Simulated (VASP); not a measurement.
# TiB2 (P6/mmm) in VASP: vibrations by perturbation theory with PBE

Aim: the vibrations by perturbation theory of TiB2 with PBE.

Everything below comes from runs of VASP 6.6.1. Logs are shortened: lines on timing, memory, paths and dates and some standing lists are left out, and cuts for length are marked.

### 1 The cell of the first run

The structure is hexagonal, space group P6/mmm (No. 191). Conventional cell: a = 3.033 Å, b = 3.033 Å, c = 3.224 Å, α = 90.00°, β = 90.00°, γ = 120.00°. Ti (site symmetry 6/mmm) has 12 B at 2.38 Å and 8 Ti at 3.03 to 3.22 Å within 3.3 Å. Within 2.4 Å of B (site symmetry -6m2) lie 3 B at 1.75 Å and 6 Ti at 2.38 Å.

### 2 Vibrations by perturbation theory, PBE

Contents of INCAR:

```
PREC = Accurate
ENCUT = 520
EDIFF = 1E-8
ISMEAR = -1
SIGMA = 0.15
LREAL = F
LASPH = T
NELM = 100
ALGO = Normal
ISIF = 2
LWAVE = F
LCHARG = F
GGA = PE
NBANDS = 16
IBRION = 8
NSW = 1
```

Contents of KPOINTS:

```
regular mesh
0
Gamma
  15 15 14
```

Contents of POSCAR:

```
TiB2
1.0
    3.0328280842      0.0000000000      0.0000000000
   -1.5164140421      2.6265061662      0.0000000000
    0.0000000000      0.0000000000      3.2239016474
Ti B
1 2
Direct
    0.0000000000      0.0000000000      0.0000000000
    0.3333333333      0.6666666667      0.5000000000
    0.6666666667      0.3333333333      0.5000000000
```

Potentials or basis: VASP PAW PBE potentials, release 64 (Ti_sv, B).

Command:

```console
$ cat potpaw_PBE.64/Ti_sv/POTCAR potpaw_PBE.64/B/POTCAR > POTCAR
$ mpirun -np 1 vasp_std > vasp.out
```

OUTCAR:

```text
PREC = Accurate
   ENCUT = 520
   EDIFF = 1E-8
   ISMEAR = -1
   LREAL = F
   LASPH = T
   NELM = 100
   ISIF = 2
   GGA = PE
   IBRION = 8
   NSW = 1

 ion  position               nearest neighbor table
   1  0.000  0.000  0.000-   2 2.38   3 2.38   2 2.38   3 2.38   2 2.38   2 2.38   3 2.38   3 2.38
                             3 2.38   3 2.38   2 2.38   2 2.38
   2  0.333  0.667  0.500-   3 1.75   3 1.75   3 1.75   1 2.38   1 2.38   1 2.38   1 2.38   1 2.38
                             1 2.38
   3  0.667  0.333  0.500-   2 1.75   2 1.75   2 1.75   1 2.38   1 2.38   1 2.38   1 2.38   1 2.38
                             1 2.38

  LATTYP: Found a hexagonal cell.
 ALAT       =     3.0328280842
 C/A-ratio  =     1.0630017785

  Lattice vectors:

 A1 = (   3.0328280842,   0.0000000000,   0.0000000000)
 A2 = (  -1.5164140421,   2.6265061662,   0.0000000000)
 A3 = (   0.0000000000,   0.0000000000,   3.2239016474)

Analysis of symmetry for initial positions (statically):
=====================================================================
 Subroutine PRICEL returns:
 Original cell was already a primitive cell.

 Routine SETGRP: Setting up the symmetry group for a
 hexagonal supercell.

 Subroutine GETGRP returns: Found 24 space group operations
 (whereof 24 operations were pure point group operations)
 out of a pool of 24 trial point group operations.

The static configuration has the point symmetry D_6h.

Analysis of symmetry for dynamics (positions and initial velocities):
=====================================================================
 Subroutine PRICEL returns:
 Original cell was already a primitive cell.

 Routine SETGRP: Setting up the symmetry group for a
 hexagonal supercell.

 Subroutine GETGRP returns: Found 24 space group operations
 (whereof 24 operations were pure point group operations)
 out of a pool of 24 trial point group operations.

The dynamic configuration has the point symmetry D_6h.

 Subroutine INISYM returns: Found 24 space group operations
 (whereof 24 operations are pure point group operations),
 and found     1 'primitive' translations

----------------------------------------------------------------------------------------

                                     Primitive cell

  volume of cell :      25.6808

  direct lattice vectors                    reciprocal lattice vectors
     3.032828084  0.000000000  0.000000000     0.329725251  0.190366962  0.000000000
    -1.516414042  2.626506166  0.000000000     0.000000000  0.380733924  0.000000000
     0.000000000  0.000000000  3.223901647     0.000000000  0.000000000  0.310183160

  length of vectors
     3.032828084  3.032828084  3.223901647     0.380733924  0.380733924  0.310183160

  position of ions in fractional coordinates (direct lattice)
     0.000000000  0.000000000  0.000000000
     0.333333333  0.666666667  0.500000000
     0.666666667  0.333333333  0.500000000

  ion indices of the primitive-cell ions
   primitive index   ion index
                 1           1
                 2           2
                 3           3

----------------------------------------------------------------------------------------

 KPOINTS: regular mesh

Automatic generation of k-mesh.
 Grid dimensions read from file:
 generate k-points for:   15   15   14

 Generating k-lattice:

[... 90 lines left out ...]
   LEPSILON=     F    determine dielectric tensor
   LRPA    =     F    only Hartree local field effects (RPA)
 non-spin polarized calculation
  energy-cutoff  :      520.00
  volume of cell :       25.68
 maximum number of plane-waves:       719
 NGX is ok and might be reduce to    24
   NGX = 11   NGY = 11   NGZ = 11

--------------------------------------- Ionic step        1  -------------------------------------------

 number of electron      18.0000001 magnetization

 Free energy of the ion-electron system (eV)
  ---------------------------------------------------
  ext. energy  EPLUGINS =         0.00000000
  ---------------------------------------------------
  free energy    TOTEN  =       -24.44377040 eV

  energy without entropy =      -24.41283160  energy(sigma->0) =      -24.42830100

 E-fermi :   9.9827     XC(G=0): -12.7642

 val. band max:        9.9752337850   @ k =   0.2667   0.2000   0.0000
 cond. band min:      10.0186561598   @ k =   0.2000   0.2000   0.1429
 fundamental gap:      0.0434223748
 Fermi energy:         9.9826718931

 k-point     1 :       0.0000    0.0000    0.0000
  band No.  band energies     occupation
      1     -46.9637      2.00000
      2     -23.3137      2.00000
      3     -23.0035      2.00000
      4     -23.0035      2.00000
      5      -3.5101      2.00000
      6       7.3734      2.00000
[... 433 lines left out ...]
      3     -23.2401      2.00000
      4     -23.1839      2.00000
      5       1.0744      2.00000
      6       1.1939      2.00000
[... 8 lines left out ...]
     15      18.7731      0.00000
     16      19.8862      0.00000

 [... further k-points ...]
[... 5 lines left out ...]
  --------------------------------------------------------------------------------------
  -------------------------------------------------------------------------------------
  Total        0.0257651      0.0257651      0.0304775      0.0000000     -0.0000000      0.0000000
  in kB        1.6074394      1.6074394      1.9014388      0.0000000     -0.0000000      0.0000000
  external PRESSURE =       1.7054392 kB  Pullay stress =       0.0000000 kB

 VOLUME and BASIS-vectors are now :
 -----------------------------------------------------------------------------
  energy-cutoff  :      520.00
  volume of cell :       25.68
      direct lattice vectors                 reciprocal lattice vectors
     3.032828084  0.000000000  0.000000000     0.329725251  0.190366962  0.000000000
    -1.516414042  2.626506166  0.000000000     0.000000000  0.380733924  0.000000000
     0.000000000  0.000000000  3.223901647     0.000000000  0.000000000  0.310183160

 POSITION                                       TOTAL-FORCE (eV/Angst)
 -----------------------------------------------------------------------------------
      0.00000      0.00000      0.00000         0.000000      0.000000     -0.000000
     -0.00000      1.75100      1.61195        -0.000000      0.000000     -0.000000
      1.51641      0.87550      1.61195         0.000000      0.000000      0.000000
 -----------------------------------------------------------------------------------
    total drift:                               -0.000000      0.000000      0.000000

  FREE ENERGIE OF THE ION-ELECTRON SYSTEM (eV)
  ---------------------------------------------------
  free  energy   TOTEN  =       -24.4437703957 eV

  energy  without entropy=      -24.4128315955  energy(sigma->0) =      -24.42830100

[... ionic steps 2 to 3 ...]

--------------------------------------- Ionic step        4  -------------------------------------------

------------------------ aborting loop because EDIFF is reached ----------------------------------------
[... 11 lines left out ...]
[... ionic steps 8 to 8 ...]

--------------------------------------- Ionic step        9  -------------------------------------------

 Free energy of the ion-electron system (eV)
  ---------------------------------------------------
  ---------------------------------------------------
  free energy    TOTEN  =        -0.04487777 eV

  energy without entropy =       -0.04487777

------------------------ aborting loop because EDIFF is reached ----------------------------------------

 INTERNAL STRAIN TENSOR  FOR ION    2  DIRECTION 3   (eV/Angst):
 -----------------------------------------------------------------------------
    -0.00137 -0.00000  0.00000
    -0.00000 -0.00137  0.00000
     0.00000  0.00000 -0.00106

 INTERNAL STRAIN TENSOR FOR ION    3 for displacements in x,y,z  (eV/Angst):
          X           Y           Z          XY          YZ          ZX
  --------------------------------------------------------------------------------
  x     0.00000     0.00000     0.00000     3.06158     0.00000     0.00000
  y     3.06158    -3.06158     0.00000     0.00000     0.00000     0.00000
  z     0.00000     0.00000     0.00000    -0.00000     0.00000     0.00000

 SECOND DERIVATIVES (NOT SYMMETRIZED)
 ------------------------------------
               1X          1Y          1Z          2X          2Y          2Z          3X          3Y          3Z
  1X   -14.244677    0.000000    0.000000    7.122338    0.000000    0.000000    7.122338    0.000000    0.000000
  1Y     0.000000  -14.244677    0.000000    0.000000    7.122338    0.000000    0.000000    7.122338    0.000000
  1Z    -0.000000    0.000000  -14.369989    0.000000   -0.000000    7.184994   -0.000000   -0.000000    7.184994
  2X     7.106582    0.000000    0.000000  -19.190914   -0.000000    0.000000   12.084332    0.000000    0.000000
  2Y     0.000000    7.106582    0.000000   -0.000000  -19.190914    0.000000    0.000000   12.084332    0.000000
  2Z    -0.000000   -0.000000    7.171996   -0.000000    0.000000   -9.723321    0.000000    0.000000    2.551325
  3X     7.106582    0.000000    0.000000   12.084332    0.000000    0.000000  -19.190914   -0.000000    0.000000
  3Y     0.000000    7.106582    0.000000    0.000000   12.084332    0.000000   -0.000000  -19.190914    0.000000
  3Z    -0.000000   -0.000000    7.171996    0.000000    0.000000    2.551325   -0.000000    0.000000   -9.723321

 Eigenvectors and eigenvalues of the dynamical matrix
 ----------------------------------------------------

   1 f  =   26.589989 THz   167.069831 2PiTHz  886.946576 cm-1   109.967311 meV
             X         Y         Z           dx          dy          dz
      0.000000  0.000000  0.000000     0.000000   -0.000000   -0.000000
     -0.000000  1.751004  1.611951    -0.707107    0.000011    0.000000
      1.516414  0.875502  1.611951     0.707107   -0.000011    0.000000
[... 43 lines left out ...]
   9 f/i=    0.007835 THz     0.049226 2PiTHz    0.261331 cm-1     0.032401 meV
             X         Y         Z           dx          dy          dz
      0.000000  0.000000  0.000000    -0.811238    0.174123    0.000000
     -0.000000  1.751004  1.611951    -0.385909    0.082831    0.000000
      1.516414  0.875502  1.611951    -0.385909    0.082831    0.000000

--------------------------------------------------------------------------------------------------------

 ELASTIC MODULI CONTR FROM IONIC RELAXATION (kBar)
 Direction    XX          YY          ZZ          XY          YZ          ZX
 --------------------------------------------------------------------------------
 XX         -37.3958     37.3958      0.0000      0.0000      0.0000      0.0000
 YY          37.3958    -37.3958      0.0000     -0.0000      0.0000      0.0000
 ZZ           0.0000      0.0000      0.0000      0.0000      0.0000      0.0000
 XY           0.0000     -0.0000      0.0000    -37.3958      0.0000      0.0000
 YZ           0.0000      0.0000      0.0000      0.0000      0.0000      0.0000
 ZX           0.0000      0.0000      0.0000      0.0000      0.0000      0.0000
 --------------------------------------------------------------------------------
```

Run time: 22 min. Hardware: 1 thread of Intel Xeon Platinum 8259CL at 2.50GHz (Skylake/Cascade Lake), shared host; peak memory 0.81 GiB.

What came out:

```
Highest phonon frequency at Γ : 887 cm⁻¹
```

Phonon frequencies in cm⁻¹ (negative: imaginary):
```tsv
q point	frequencies
(0.000, 0.000, 0.000)	0 0 0 510 510 512 556 887 887
```
